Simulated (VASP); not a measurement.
Set up this calculation in VASP 6.6.1, as the native input.

```
Task                   : single point
Functional             : PBE
Potentials or basis    : VASP PAW PBE potentials, release 64 (Ge_d)
Cutoff                 : 500 eV
k mesh                 : 6 × 6 × 6
Occupations            : gaussian, width 0.1 eV
Spin                   : no spin polarisation
Dipole correction      : no
Further INCAR settings : ALGO = Normal; EDIFF = 1e-06; NBANDS = 96
```

The structure of Ge lies in POSCAR:

```
Ge
1.0
    6.9794799620      0.0000000000      0.0000000000
    0.0000000000      6.9794799620      0.0000000000
    0.0000000000      0.0000000000      6.9516633770
Ge
12
Direct
    0.6285536841      0.6285536841      0.6250000000
    0.3714463159      0.3714463159      0.1250000000
    0.3714463159      0.6285536841      0.3750000000
    0.6285536841      0.3714463159      0.8750000000
    0.1571112248      0.5821144495      0.9110180907
    0.8428887752      0.4178855505      0.4110180907
    0.4178855505      0.1571112248      0.6610180907
    0.5821144495      0.8428887752      0.1610180907
    0.8428887752      0.5821144495      0.0889819093
    0.1571112248      0.4178855505      0.5889819093
    0.5821144495      0.1571112248      0.3389819093
    0.4178855505      0.8428887752      0.8389819093
```

The cell was generated, and may not be a known phase.

These files were run (other wordings do the same):

INCAR

```
SYSTEM = Ge
ALGO     = Normal         ! electronic algorithm
EDIFF    = 1E-6           ! SCF threshold, eV
ENCUT    = 500            ! plane-wave cutoff, eV
GGA      = PE             ! functional
GGA_COMPAT= .False.      
ISIF     = 2              ! what is computed and relaxed
ISMEAR   = 0              ! smearing method
LASPH    = .True.         ! aspherical terms in the spheres
LCHARG   = .False.        ! write CHGCAR
LREAL    = .False.        ! projectors in reciprocal space
LWAVE    = .False.        ! write WAVECAR
NBANDS   = 96             ! bands
NELM     = 120            ! most SCF steps
PREC     = Accurate       ! precision mode
SIGMA    = 0.1            ! smearing width, eV
```

KPOINTS

```
k-points
0
Gamma
  6 6 6
  0 0 0
```

Potentials or basis: VASP PAW PBE potentials, release 64 (Ge_d).

Command:

```sh
$ cat potpaw_PBE.64/Ge_d/POTCAR > POTCAR
$ mpirun -np 1 vasp_std > vasp.out
```

It gave:

```
Pressure               : -0.1 GPa
Largest force          : 0.011 eV/Å
Band gap on the k mesh : zero (bands 84 and 85 overlap by 0.20 eV)
```

Caveat: semilocal functionals underestimate gaps, and a narrow one can read as zero.

Run time: 51 min on 1 thread of Oxide Virtual Turin-like Processor (shared host), peak memory 0.89 GiB.
